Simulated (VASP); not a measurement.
Wanted: the native input for a VASP 6.6.1 run.

```
Task                   : relaxation of cell and atoms
Functional             : r2SCAN
Potentials or basis    : VASP PAW PBE potentials, release 64 (Mg, H)
Cutoff                 : 600 eV
k mesh                 : 6 × 6 × 6
Occupations            : fermi-dirac, width 0.1 eV
Spin                   : no spin polarisation
Target pressure        : 2 GPa
Dipole correction      : no
Further INCAR settings : ALGO = Normal; EDIFF = 1e-07; IBRION = 2; EDIFFG = -0.03; NSW = 80; ISIF = 3
```

The system is MgH2.

```
Mg H
1.0
     0.00000    2.38107    2.38107
     2.38107    0.00000    2.38107
     2.38107    2.38107    0.00000
Mg H
1 2
Cartesian
  0.0000 0.0000 0.0000
  3.5716 3.5716 3.5716
  1.1905 1.1905 1.1905
```

One way to write it, as run:

POSCAR

```
MgH2
1.0
    0.0000000000      2.3810670000      2.3810670000
    2.3810670000      0.0000000000      2.3810670000
    2.3810670000      2.3810670000      0.0000000000
Mg H
1 2
Direct
    0.0000000000      0.0000000000      0.0000000000
    0.7500000000      0.7500000000      0.7500000000
    0.2500000000      0.2500000000      0.2500000000
```

INCAR.step1

```
PREC = Accurate
ENCUT = 600
ISMEAR = -1
SIGMA = 0.1
LREAL = False
LASPH = True
NELM = 80
GGA = PE
ALGO = Normal
EDIFF = 1E-4
LWAVE = True
LCHARG = False
```

INCAR.step2

```
PREC = Accurate
ENCUT = 600
EDIFF = 1E-7
ISMEAR = -1
SIGMA = 0.1
LREAL = False
LASPH = True
NELM = 80
ALGO = Normal
ISIF = 3
LWAVE = False
LCHARG = False
METAGGA = R2SCAN
LMIXTAU = True
IBRION = 2
NSW = 80
EDIFFG = -0.03
PSTRESS = 20.0
ISTART = 1
```

KPOINTS

```
regular mesh
0
Gamma
  6 6 6
```

Potentials or basis: VASP PAW PBE potentials, release 64 (Mg, H).

Run with:

```sh
$ cat potpaw_PBE.64/Mg/POTCAR potpaw_PBE.64/H/POTCAR > POTCAR
$ cp INCAR.step1 INCAR
$ mpirun -np 1 vasp_std > vasp.out
$ cp INCAR.step2 INCAR
$ mpirun -np 1 vasp_std > vasp.out
```

It gave:

- Relaxed volume: 8.51 Å³/atom
- Relaxed cell: a = 3.306 Å, b = 3.306 Å, c = 3.306 Å, α = 60.00°, β = 60.00°, γ = 60.00°
- Space group after relaxing (to 0.05 Å): Fm-3m (No. 225)
- Energy change on relaxing (the enthalpy is what falls): -0.2 meV/atom
- Ionic steps: 3
- Pressure after relaxing: 1.8 GPa
- Band gap on the k mesh: zero (band 2 reaches 4.20 eV, above the bottom of band 3 at 3.17 eV)

Caveat: the k points lie up to 0.39 Å⁻¹ apart in the final cell; the cell is relaxed towards a set pressure, so the enthalpy falls and the energy may rise; the PAW data sets were made with another functional, which shifts forces and pressure a little.

It took 29 s on 1 thread of Intel(R) Xeon(R) 6975P-C (Granite Rapids), with other jobs on the host, peak memory 0.17 GiB.
